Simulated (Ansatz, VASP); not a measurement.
**CdS in VASP and in Ansatz**

INCAR

```
SYSTEM = CdS
PREC = Accurate ; ENCUT = 500
EDIFF = 1E-6 ; ISMEAR = 0
SIGMA = 0.1 ; LREAL = .False.
LASPH = .True. ; NELM = 120
ALGO = Normal ; ISIF = 2
LWAVE = .False. ; LCHARG = .False.
NBANDS = 16 ; GGA_COMPAT = .False.
```

File KPOINTS:

```
regular mesh
0
Gamma
  6 6 6
  0 0 0
```

Contents of POSCAR:

```
CdS
1.0
    0.0000000000      2.9200000000      2.9200000000
    2.9200000000      0.0000000000      2.9200000000
    2.9200000000      2.9200000000      0.0000000000
Cd S
1 1
Direct
    0.0000000000      0.0000000000      0.0000000000
    0.2500000000      0.2500000000      0.2500000000
```

Input for Ansatz:

```yaml
crystal:
  lattice:
    - [0.0, 2.92, 2.92]
    - [2.92, 0.0, 2.92]
    - [2.92, 2.92, 0.0]
  atoms:
    - { symbol: Cd, position: [0.0, 0.0, 0.0] }
    - { symbol: S, position: [0.25, 0.25, 0.25] }
basis:
  ecutwfc: 420
kpoints:
  mp_grid: { grid: [6, 6, 6] }
hamiltonian:
  xc: lda
  pseudopotentials: { kind: paw, azcp: { folder: soft_1 } }
scf:
  occupations: { method: gaussian, width: 0.1 }
output:
  forces: true
  stress: true
  eigenvalues: true
```

Alike in both runs: task single point; functional LDA; k mesh 6 × 6 × 6; occupations gaussian, width 0.1 eV; no spin polarisation.

|  | VASP | Ansatz |
| --- | --- | --- |
| version | VASP 6.6.1 | Ansatz 0.2.0 |
| potentials or method | VASP PAW LDA potentials, release 64 (Cd, S), cutoff 500 eV | scalar-relativistic, plane waves, PAW |
| valence electrons in the cell | 18 | 26 |

|  | VASP | Ansatz | Ansatz less VASP |
| --- | --- | --- | --- |
| gap on the k mesh at the Fermi level (eV) | 0.88 | 0.85 | -0.028 |
| least direct gap on the mesh (eV) | 0.88 | 0.85 | -0.028 |
| pressure (GPa) | -2.2 | -2.6 | -0.44 |

Ansatz warns that its potentials were made for another functional, while VASP's fit it. LDA's correlation is that of Perdew and Zunger in VASP and of Perdew and Wang (1992) in Ansatz. VASP's potentials hold 18 valence electrons a cell and Ansatz's 26, so a difference there can come from the potentials and not from the codes.
